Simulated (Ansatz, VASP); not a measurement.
# Two plane-wave programs on CdSnO2

```
CELL_PARAMETERS angstrom
4.02190 0.00000 0.00000
0.00000 4.02190 0.00000
0.00000 0.00000 4.70985
ATOMIC_POSITIONS crystal
Cd 0.00000 0.00000 0.09932
Sn 0.50000 0.50000 0.68654
O 0.50000 0.00000 0.89747
O 0.00000 0.50000 0.89747
```

Alike in both runs: functional PBE; k mesh 8 × 8 × 6; occupations gaussian, width 0.02 eV; no spin polarisation.

Ansatz relaxed the structure, and its values are those at the end. VASP's run is a single point on that final structure, the one shown.

|  | VASP | Ansatz |
| --- | --- | --- |
| version | VASP 6.6.1 | Ansatz 0.2.0 |
| potentials or method | VASP PAW PBE potentials, release 64 (Cd, Sn_d, O), cutoff 520 eV | scalar-relativistic, plane waves, PAW |
| valence electrons in the cell | 38 | 46 |

```tsv
	VASP	Ansatz	Ansatz less VASP
gap on the k mesh at the Fermi level (eV)	0.84	0.87	+0.025
least direct gap on the mesh (eV)	1.30	1.32	+0.020
pressure (GPa)	0.7	0.0	-0.65
rms of the force components (eV/Å)	0.050	0.001	-0.0489
```

The functional is the same, so the differences come from potentials, cutoffs and numerics. VASP's potentials hold 38 valence electrons a cell and Ansatz's 46, so a difference there can come from the potentials and not from the codes.
